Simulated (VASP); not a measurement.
# CoO (R-3m) in VASP: single point with PBE+U

Aim: the single point of CoO with PBE+U.

All numbers are computed with VASP 6.6.1; they aren't measurements. Logs are shortened: lines on timing, memory, paths and dates and some standing lists are left out, and cuts for length are marked.

## 1. The cell of the first run

The structure is trigonal, space group R-3m (No. 166). The conventional cell has a = 3.056 Å, b = 3.056 Å, c = 7.408 Å, α = 90.00°, β = 90.00°, γ = 120.00°. Within 2.8 Å of Co (site symmetry -3m) lie 6 O at 2.15 Å. Within 2.8 Å of O (site symmetry -3m) lie 6 Co at 2.15 Å.

## 2. Single point, PBE+U, collinear spin, antiferromagnetic start

POSCAR reads:

```
CoO
1.0
   -2.1310873337     -2.1310873337      4.2920764647
   -4.2920764647     -2.1310873337      2.1310873337
   -2.1310873337     -4.2920764647      2.1310873337
Co O
2 2
Direct
    0.0000000000      0.0000000000      0.0000000000
    0.5000000000      0.5000000000      0.5000000000
    1.2499999983     -0.7500000017     -0.7500000017
    1.7500000017     -0.2499999983     -0.2499999983
```

INCAR.step1 reads:

```
SYSTEM = CoO
PREC = Accurate ; ENCUT = 520
EDIFF = 1E-7 ; ISMEAR = 0
SIGMA = 0.05 ; LREAL = .FALSE.
LASPH = .TRUE. ; NELM = 150
ALGO = Normal ; ISIF = 2
LWAVE = .FALSE. ; LCHARG = .TRUE.
ISPIN = 2 ; MAGMOM = 2.8 -2.8 0 0
LMAXMIX = 4 ; LDAU = .TRUE.
LDAUTYPE = 2 ; LDAUL = 2 -1
LDAUU = 3.3 0 ; LDAUJ = 0 0
LDAUPRINT = 1 ; GGA = PE
NBANDS = 27
```

KPOINTS.step1 reads:

```
regular mesh
0
G
  10 10 10
  0 0 0
```

INCAR.step2 reads:

```
SYSTEM = CoO
PREC = Accurate ; ENCUT = 520
EDIFF = 1E-7 ; ISMEAR = -5
SIGMA = 0.05 ; LREAL = .FALSE.
LASPH = .TRUE. ; NELM = 150
ALGO = Normal ; ISIF = 2
LWAVE = .FALSE. ; LCHARG = .FALSE.
ISPIN = 2 ; MAGMOM = 2.8 -2.8 0 0
LORBIT = 11 ; LMAXMIX = 4
LDAU = .TRUE. ; LDAUTYPE = 2
LDAUL = 2 -1 ; LDAUU = 3.3 0
LDAUJ = 0 0 ; LDAUPRINT = 1
GGA = PE ; NEDOS = 2001
ICHARG = 11
```

KPOINTS.step2 reads:

```
regular mesh
0
G
  15 15 15
  0 0 0
```

Potentials or basis: VASP PAW PBE potentials, release 64 (Co, O).

Run with:

```bash
$ cat potpaw_PBE.64/Co/POTCAR potpaw_PBE.64/O/POTCAR > POTCAR
$ cp INCAR.step1 INCAR
$ cp KPOINTS.step1 KPOINTS
$ mpirun -np 1 vasp_std > vasp.out
$ cp INCAR.step2 INCAR
$ cp KPOINTS.step2 KPOINTS
$ mpirun -np 1 vasp_std > vasp.out
```

OUTCAR:

```text
SYSTEM = CoO
   PREC = Accurate
   ENCUT = 520
   EDIFF = 1E-7
   ISMEAR = -5
   LREAL = .FALSE.
   LASPH = .TRUE.
   NELM = 150
   ISIF = 2
   ISPIN = 2
   LORBIT = 11
   GGA = PE
   ICHARG = 11

 ion  position               nearest neighbor table
   1  0.000  0.000  0.000-   4 2.15   3 2.15   4 2.15   4 2.15   3 2.15   3 2.15   2 3.03   2 3.03
                             2 3.03   2 3.03   2 3.03   2 3.03
   2  0.500  0.500  0.500-   3 2.15   3 2.15   4 2.15   4 2.15   3 2.15   4 2.15   1 3.03   1 3.03
                             1 3.03   1 3.03   1 3.03   1 3.03
   3  0.250  0.250  0.250-   2 2.15   2 2.15   2 2.15   1 2.15   1 2.15   1 2.15
   4  0.750  0.750  0.750-   2 2.15   2 2.15   2 2.15   1 2.15   1 2.15   1 2.15

  LATTYP: Found a trigonal (rhomboedric) cell.
 ALAT       =     5.2445196946
 COS(alpha) =     0.8302171874

  Lattice vectors:

 A1 = (  -2.1310873337,  -2.1310873337,   4.2920764647)
 A2 = (  -4.2920764647,  -2.1310873337,   2.1310873337)
 A3 = (  -2.1310873337,  -4.2920764647,   2.1310873337)

Analysis of symmetry for initial positions (statically):
=====================================================================
 Subroutine PRICEL returns following result:

  LATTYP: Found a trigonal (rhomboedric) cell.
 ALAT       =     3.0349931991
 COS(alpha) =     0.4930212916
[... 12 lines left out ...]
 Subroutine GETGRP returns: Found 12 space group operations
 (whereof 12 operations were pure point group operations)
 out of a pool of 12 trial point group operations.

The static configuration has the point symmetry D_3d.

Analysis of symmetry for dynamics (positions and initial velocities):
=====================================================================
 Subroutine PRICEL returns following result:

  LATTYP: Found a trigonal (rhomboedric) cell.
 ALAT       =     3.0349931991
 COS(alpha) =     0.4930212916
[... 12 lines left out ...]
 Subroutine GETGRP returns: Found 12 space group operations
 (whereof 12 operations were pure point group operations)
 out of a pool of 12 trial point group operations.

The dynamic configuration has the point symmetry D_3d.

Analysis of structural, dynamic, and magnetic symmetry:
=====================================================================
 Subroutine PRICEL returns following result:

[... 222 lines left out ...]
  o =  0.9661  v =  0.0000  0.0000  0.0000  0.0000  0.0000  0.5772 -0.5774 -0.0000 -0.5774 -0.0000      0.0000  0.0000  0.0000  0.0000  0.0000  0.0000  0.0000  0.0000  0.0000  0.0000
  o =  0.9676  v =  0.0000  0.0000  0.0000  0.0000  0.0000  0.0000 -0.7071  0.0000  0.7071  0.0111      0.0000  0.0000  0.0000  0.0000  0.0000  0.0000  0.0000  0.0000  0.0000  0.0000
  o =  0.9676  v =  0.0000  0.0000  0.0000  0.0000  0.0000  0.8166  0.4081  0.0111  0.4081 -0.0000      0.0000  0.0000  0.0000  0.0000  0.0000  0.0000  0.0000  0.0000  0.0000  0.0000
  o =  0.9997  v =  0.0000  0.0000  0.0000  0.0000  0.0000  0.0000  0.0078 -0.0000 -0.0078  0.9999      0.0000  0.0000  0.0000  0.0000  0.0000  0.0000  0.0000  0.0000  0.0000  0.0000
  o =  0.9997  v =  0.0000  0.0000  0.0000  0.0000  0.0000  0.0090  0.0045 -0.9999  0.0045 -0.0000      0.0000  0.0000  0.0000  0.0000  0.0000  0.0000  0.0000  0.0000  0.0000  0.0000

 number of electron      29.9999993 magnetization       0.0000000

 Free energy of the ion-electron system (eV)
  ---------------------------------------------------
  ext. energy  EPLUGINS =         0.00000000
  ---------------------------------------------------
  free energy    TOTEN  =       -22.83239155 eV

  energy without entropy =      -22.83239155  energy(sigma->0) =      -22.83239155

 E-fermi :   7.1913     XC(G=0): -12.1954

 val. band max:        7.1917333365   @ k =  -0.2000   0.2000   0.0000
 cond. band min:       7.1889695187   @ k =   0.2667   0.1333  -0.0000
 fundamental gap:     -0.0027638179
 Fermi energy:         7.1912700560

 spin component 1

 k-point     1 :       0.0000    0.0000    0.0000
  band No.  band energies     occupation
      1     -12.0761      1.00000
      2     -10.8638      1.00000
      3      -0.2504      1.00000
      4       1.2160      1.00000
      5       1.2160      1.00000
      6       2.9132      1.00000
[... 1049 lines left out ...]
     18       9.8533      0.00000
     19      10.4593      0.00000

 [... further k-points ...]

------------------------ aborting loop because EDIFF is reached ----------------------------------------

  FORCE on cell =-STRESS in cart. coord.  units (eV):
  Direction    XX          YY          ZZ          XY          YZ          ZX
  --------------------------------------------------------------------------------------
  -------------------------------------------------------------------------------------
  Total       -1.8180435     -1.8180435     -1.8180435      0.7066642     -0.7066642     -0.7066642
  in kB      -72.9168150    -72.9168150    -72.9168150     28.3423912    -28.3423912    -28.3423912
  external PRESSURE =     -72.9168150 kB  Pullay stress =       0.0000000 kB

 VOLUME and BASIS-vectors are now :
 -----------------------------------------------------------------------------
  energy-cutoff  :      520.00
  volume of cell :       39.95
      direct lattice vectors                 reciprocal lattice vectors
    -2.131087334 -2.131087334  4.292076465     0.115283372  0.115283372  0.347467683
    -4.292076465 -2.131087334  2.131087334    -0.347467683  0.115283372 -0.115283372
    -2.131087334 -4.292076465  2.131087334     0.115283372 -0.347467683 -0.115283372

 POSITION                                       TOTAL-FORCE (eV/Angst)
 -----------------------------------------------------------------------------------
      0.00000      0.00000      0.00000        -0.000000     -0.000000      0.000000
     -4.27713     -4.27713      4.27713        -0.000000     -0.000000      0.000000
     -2.13856     -2.13856      2.13856        -0.000000     -0.000000      0.000000
     -6.41569     -6.41569      6.41569         0.000000      0.000000     -0.000000
 -----------------------------------------------------------------------------------
    total drift:                                0.000000      0.000000      0.000000

  FREE ENERGIE OF THE ION-ELECTRON SYSTEM (eV)
  ---------------------------------------------------
  free  energy   TOTEN  =       -22.8323915498 eV

  energy  without entropy=      -22.8323915498  energy(sigma->0) =      -22.83239155

 total charge

# of ion       s       p       d       tot
------------------------------------------
    1        0.292   0.340   7.119   7.751
    2        0.292   0.340   7.119   7.751
    3        1.555   3.427   0.000   4.982
    4        1.555   3.427   0.000   4.982
--------------------------------------------------
tot          3.693   7.534  14.239  25.467

 magnetization (x)

# of ion       s       p       d       tot
------------------------------------------
    1        0.004   0.001   2.658   2.664
    2       -0.004  -0.001  -2.658  -2.664
    3        0.000   0.000   0.000   0.000
    4        0.000   0.000   0.000   0.000
--------------------------------------------------
tot          0.000   0.000   0.000   0.000
```

OSZICAR.step1:

```text
N       E                     dE             d eps       ncg     rms          rms(c)
DAV:   1     0.250308372747E+03    0.25031E+03   -0.13651E+04 12712   0.136E+03
DAV:   2     0.424972873997E+00   -0.24988E+03   -0.22307E+03 12964   0.317E+02
DAV:   3    -0.260512745355E+02   -0.26476E+02   -0.25165E+02 13963   0.117E+02
[... 10 lines left out ...]
DAV:  14    -0.228373623111E+02   -0.32444E-02   -0.31399E-03 17625   0.693E-01    0.107E-01
DAV:  15    -0.228380280627E+02   -0.66575E-03   -0.14042E-03 18728   0.426E-01    0.370E-02
DAV:  16    -0.228380446136E+02   -0.16551E-04   -0.12866E-04 13349   0.118E-01    0.280E-02
DAV:  17    -0.228380593789E+02   -0.14765E-04   -0.48833E-05 16159   0.118E-01    0.867E-03
DAV:  18    -0.228380607575E+02   -0.13786E-05   -0.53850E-06 17681   0.221E-02    0.407E-03
DAV:  19    -0.228380607920E+02   -0.34475E-07   -0.70280E-07 14546   0.150E-02
   1 F= -.22838061E+02 E0= -.22832268E+02  d E =-.115856E-01  mag=     0.0000
```

Run time: 11 min. Hardware: 1 thread of Intel Xeon 6975P-C (Granite Rapids), shared host; peak memory 0.56 GiB.

What came out:

| Quantity | Value |
| --- | --- |
| Net moment | 0.00 μB per cell |
| Site moments | Co +2.66, -2.66; O +0.00 μB |
| Valence electrons inside the program's atomic spheres | Co 7.75; O 4.98 |

Eigenvalues of the final occupation matrices:
```tsv
site	spin	trace	eigenvalues
site 1 d	1	4.90	0.97 0.97 0.97 1.00 1.00
site 1 d	2	2.24	0.15 0.15 0.50 0.50 0.95
site 2 d	1	2.24	0.15 0.15 0.50 0.50 0.95
site 2 d	2	4.90	0.97 0.97 0.97 1.00 1.00
```

The state reached can hang on the start; a lower one may exist.
